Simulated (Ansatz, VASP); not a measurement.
**ZnS in VASP and in Ansatz**

INCAR

```
SYSTEM = ZnS
ALGO = Normal
EDIFF = 1E-7
ENCUT = 520
GGA = PS
ISIF = 2
ISMEAR = 0
LASPH = .True.
LCHARG = .False.
LREAL = .False.
LWAVE = .False.
NBANDS = 46
NELM = 80
PREC = Accurate
SIGMA = 0.05
```

The input KPOINTS:

```
k-points
0
Gamma
  6 6 6
  0 0 0
```

POSCAR

```
ZnS
1.0
    5.3565181498      0.0000000000      0.0000000000
    0.0000000000     -5.3565181498      0.0000000000
    0.0000000000      0.0000000000     -5.3565181498
Zn S
4 4
Direct
    0.0000000000      0.0000000000      0.0000000000
    0.5000000000      0.5000000000      0.0000000000
    0.5000000000      0.0000000000      0.5000000000
    0.0000000000      0.5000000000      0.5000000000
    0.7500000000      0.7500000000      0.7500000000
    0.2500000000      0.2500000000      0.7500000000
    0.2500000000      0.7500000000      0.2500000000
    0.7500000000      0.2500000000      0.2500000000
```

Input for Ansatz:

```yaml
crystal:
  lattice:
    - [5.3565181498, 0.0, 0.0]
    - [0.0, -5.3565181498, 0.0]
    - [0.0, 0.0, -5.3565181498]
  atoms:
    - { symbol: Zn, position: [0.0, 0.0, 0.0] }
    - { symbol: Zn, position: [0.5, 0.5, 0.0] }
    - { symbol: Zn, position: [0.5, 0.0, 0.5] }
    - { symbol: Zn, position: [0.0, 0.5, 0.5] }
    - { symbol: S, position: [0.75, 0.75, 0.75] }
    - { symbol: S, position: [0.25, 0.25, 0.75] }
    - { symbol: S, position: [0.25, 0.75, 0.25] }
    - { symbol: S, position: [0.75, 0.25, 0.25] }
basis:
  ecutwfc: 420
kpoints:
  mp_grid: { grid: [6, 6, 6] }
hamiltonian:
  xc: pbesol
scf:
  occupations: { method: gaussian, width: 0.05 }
output:
  forces: true
  stress: true
  eigenvalues: true
```

Alike in both runs: task single point; functional PBEsol; k mesh 6 × 6 × 6; occupations gaussian, width 0.05 eV; no spin polarisation.

```csv
,VASP,Ansatz
version,VASP 6.6.1,Ansatz 0.2.0
potentials or method,"VASP PAW PBE potentials, release 64 (Zn, S), cutoff 520 eV","scalar-relativistic, plane waves, PAW"
valence electrons in the cell,72,72
```

Ansatz gave:

```
gap on the k mesh at the Fermi level (eV) : 2.09
least direct gap on the mesh (eV)         : 2.09
pressure (GPa)                            : 0.0
```

Problem. Which values does VASP return?

Solution. gap on the k mesh at the Fermi level (eV): 2.09; least direct gap on the mesh (eV): 2.09; pressure (GPa): 0.2.

VASP's potentials were made for PBE, not for PBEsol.
